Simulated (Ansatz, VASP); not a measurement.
# SiC in VASP and in Ansatz

POSCAR

```
SiC
1.0
    0.0000000000      2.1344913040      2.1344913040
    2.1344913040      0.0000000000      2.1344913040
    2.1344913040      2.1344913040      0.0000000000
Si C
1 1
Direct
    0.0000000000      0.0000000000      0.0000000000
    0.2500000000      0.2500000000      0.2500000000
```

The input INCAR.step1:

```
ALGO = Normal
EDIFF = 1E-5
ENCUT = 520
GGA = PE
ISIF = 2
ISMEAR = 0
LASPH = T
LREAL = F
LWAVE = T
NBANDS = 11
NELM = 60
PREC = Accurate
SIGMA = 0.01
```

File INCAR.step2:

```
ALGO = Normal
EDIFF = 1E-7
ENCUT = 520
GGA = PE
HFSCREEN = 0.2079
ISIF = 2
ISMEAR = 0
ISTART = 1
LASPH = T
LCHARG = T
LELF = T
LHFCALC = T
LREAL = F
LVHAR = T
LWAVE = F
NBANDS = 11
NELM = 60
PREC = Accurate
PRECFOCK = Normal
SIGMA = 0.01
```

File KPOINTS:

```
k-points
0
Gamma
  8 8 8
```

Input for Ansatz:

```yaml
crystal:
  lattice:
    - [0.0, 2.134491304, 2.134491304]
    - [2.134491304, 0.0, 2.134491304]
    - [2.134491304, 2.134491304, 0.0]
  atoms:
    - { symbol: Si, position: [0.0, 0.0, 0.0] }
    - { symbol: C, position: [0.25, 0.25, 0.25] }
kpoints:
  mp_grid: { grid: [8, 8, 8] }
  band_path:
    path:
      - [0.0, 0.0, 0.0]
      - [-0.5, -0.5, 0.0]
      - [-0.375, -0.375, 0.25]
      - [-0.375, 0.0, 0.375]
      - [0.0, 0.0, 0.5]
      - [-0.5, -0.25, 0.25]
      - [0.0, 0.5, 0.5]
    npoints: 1
hamiltonian:
  xc: hse06
scf:
  occupations: { method: fixed }
  n_extra_bands: 4
output:
  forces: true
  stress: true
  eigenvalues: true
```

Change from the starting cell: hydrostatic strain -2.0%.

Alike in both runs: task single point; functional HSE06; k mesh 8 × 8 × 8; no spin polarisation.

```csv
,VASP,Ansatz
version,VASP 6.6.1,Ansatz 0.2.0
potentials or method,"VASP PAW PBE potentials, release 64 (Si, C)","plane waves, PAW"
plane-wave cutoff (eV),520,420
occupations,"gaussian, width 0.01 eV",fixed
valence electrons in the cell,8,8
```

|  | VASP | Ansatz | Ansatz less VASP |
| --- | --- | --- | --- |
| gap on the k mesh at the Fermi level (eV) | 2.19 | 2.19 | -0.004 |
| pressure (GPa) | 13.9 | 14.4 | +0.48 |

Ansatz's warnings: stress exchange threshold loose, stress scf threshold loose.
